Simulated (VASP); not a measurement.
Write the native input for VASP 6.6.1 that does the following.

```yaml
Task: relaxation of cell and atoms
Functional: PBE
Potentials_or_basis: VASP PAW PBE potentials, release 64 (Nd_3, As, Pb_d), 4f in core
Cutoff: 500 eV
k_mesh: 6 × 6 × 4
Occupations: gaussian, width 0.1 eV
Spin: no spin polarisation
Dipole_correction: no
Mended: yes
Further_INCAR_settings: ALGO = Normal; EDIFF = 1e-07; IBRION = 2; EDIFFG = -0.04; NSW = 90; ISIF = 3
```

The structure of NdAs3Pb2 lies in POSCAR:

```
NdAs3Pb2
1.0
    5.5146731295      0.0000000000      0.0000000000
   -2.7573365648      4.7758470237      0.0000000000
    0.0000000000      0.0000000000      6.1841478447
Nd As Pb
1 3 2
Direct
    0.0000000000      0.0000000000      0.0000000000
    0.3333333333      0.6666666667      0.0000000000
    0.6666666667      0.3333333333      0.0000000000
    0.0000000000      0.0000000000      0.5000000000
    0.3333333333      0.6666666667      0.5000000000
    0.6666666667      0.3333333333      0.5000000000
```

The cell was built from a structure type or drawn by symmetry, and may not be a known phase.

One way to write it, as run:

INCAR

```
SYSTEM = NdAs3Pb2
ALGO = Normal
EDIFF = 1E-7
EDIFFG = -0.04
ENCUT = 500
GGA = PE
GGA_COMPAT = .False.
IBRION = 2
ISIF = 3
ISMEAR = 0
LASPH = .True.
LCHARG = .False.
LMAXMIX = 6
LREAL = .False.
LWAVE = .False.
NELM = 200
NELMIN = 4
NSW = 90
PREC = Accurate
SIGMA = 0.1
```

KPOINTS

```
k-points
0
Gamma
  6 6 4
  0 0 0
```

Potentials or basis: VASP PAW PBE potentials, release 64 (Nd_3, As, Pb_d), 4f in core.

Run with:

```sh
$ cat potpaw_PBE.64/Nd_3/POTCAR potpaw_PBE.64/As/POTCAR potpaw_PBE.64/Pb_d/POTCAR > POTCAR
$ mpirun -np 1 vasp_std > vasp.out
```

Results of the run:

- Relaxed volume: 26.90 Å³/atom
- Relaxed cell: a = 5.523 Å, b = 5.523 Å, c = 6.110 Å, α = 90.00°, β = 90.00°, γ = 120.00°
- Space group after relaxing (to 0.1 Å): P6/mmm (No. 191)
- Energy gained by relaxing: 1.8 meV/atom
- Ionic steps: 3
- Pressure after relaxing: 0.1 GPa
- Band gap on the k mesh: zero (bands 27 and 28 overlap by 1.02 eV)

Caveat: spin-orbit coupling is left out, which moves the levels of the heavy elements; the 4f electrons are frozen in the core, so they carry no moment and show no levels.

It took 5.4 min on 1 thread of Intel(R) Xeon(R) Platinum 8259CL CPU @ 2.50GHz (Skylake/Cascade Lake), with other jobs on the host, peak memory 0.34 GiB.
